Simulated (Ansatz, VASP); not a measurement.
## One calculation of PbS, two programs

POSCAR

```
PbS
1.0
    5.8670136084      0.0000000000      0.2236883127
    0.0000000000      3.9792467357      0.0000000000
   -0.2503671076      0.0000000000      9.9747783827
Pb S
4 4
Direct
    0.7376751410      0.2500000000      0.6184295417
    0.2623248590      0.7500000000      0.3815704583
    0.2603830543      0.2500000000      0.8934940994
    0.7396169457      0.7500000000      0.1065059006
    0.7471270842      0.2500000000      0.9165719888
    0.2528729158      0.7500000000      0.0834280112
    0.4335533169      0.7500000000      0.6543354510
    0.5664466831      0.2500000000      0.3456645490
```

File INCAR.step1:

```
ALGO = Normal
EDIFF = 1E-4
ENCUT = 520
GGA = PE
ISMEAR = 0
LASPH = True
LCHARG = False
LREAL = False
LWAVE = True
NBANDS = 50
NELM = 80
PREC = Accurate
SIGMA = 0.01
```

Contents of INCAR.step2:

```
ALGO = Normal
EDIFF = 1E-6
ENCUT = 520
ISIF = 2
ISMEAR = 0
ISTART = 1
LASPH = True
LCHARG = True
LELF = True
LMIXTAU = True
LREAL = False
LVHAR = True
LWAVE = False
METAGGA = R2SCAN
NBANDS = 50
NELM = 80
PREC = Accurate
SIGMA = 0.01
```

File KPOINTS:

```
k-points
0
Gamma
  4 6 4
```

Input for Ansatz:

```yaml
crystal:
  lattice:
    - [5.8670136084, 0.0, 0.2236883127]
    - [0.0, 3.9792467357, 0.0]
    - [-0.2503671076, 0.0, 9.9747783827]
  atoms:
    - { symbol: Pb, position: [0.737675141, 0.25, 0.6184295417] }
    - { symbol: Pb, position: [0.262324859, 0.75, 0.3815704583] }
    - { symbol: Pb, position: [0.2603830543, 0.25, 0.8934940994] }
    - { symbol: Pb, position: [0.7396169457, 0.75, 0.1065059006] }
    - { symbol: S, position: [0.7471270842, 0.25, 0.9165719888] }
    - { symbol: S, position: [0.2528729158, 0.75, 0.0834280112] }
    - { symbol: S, position: [0.4335533169, 0.75, 0.654335451] }
    - { symbol: S, position: [0.5664466831, 0.25, 0.345664549] }
kpoints:
  mp_grid: { grid: [4, 6, 4] }
  band_path:
    path:
      - [0.0, 0.0, 0.0]
      - [0.0, -0.5, 0.0]
      - [0.0, -0.5, -0.5]
      - [0.0, 0.0, -0.5]
      - [-0.5, 0.0, -0.5]
      - [-0.5, -0.5, -0.5]
      - [-0.5, -0.5, 0.0]
      - [-0.5, 0.0, 0.0]
      - [0.393229, 0.0, -0.239583]
      - [-0.45, 0.0, 0.0]
    npoints: 1
hamiltonian:
  xc: r2scan
scf:
  occupations: { method: fixed }
  n_extra_bands: 6
output:
  forces: true
  stress: true
  eigenvalues: true
```

Alike in both runs: task single point; functional r2SCAN; k mesh 4 × 6 × 4; no spin polarisation.

|  | VASP | Ansatz |
| --- | --- | --- |
| version | VASP 6.6.1 | Ansatz 0.2.0 |
| potentials or method | VASP PAW PBE potentials, release 64 (Pb_d, S) | plane waves, PAW |
| plane-wave cutoff (eV) | 520 | 500 |
| occupations | gaussian, width 0.01 eV | fixed |
| valence electrons in the cell | 80 | 80 |

```tsv
	VASP	Ansatz	Ansatz less VASP
gap on the k mesh at the Fermi level (eV)	1.16	1.16	+0.007
pressure (GPa)	0.9	0.9	-0.01
rms of the force components (eV/Å)	0.007	0.012	+0.0052
```

VASP's potentials were made for PBE, not for r2SCAN. Atom by atom the forces differ by 0.007 eV/Å (rms over components).

Neither program's run includes spin-orbit coupling.
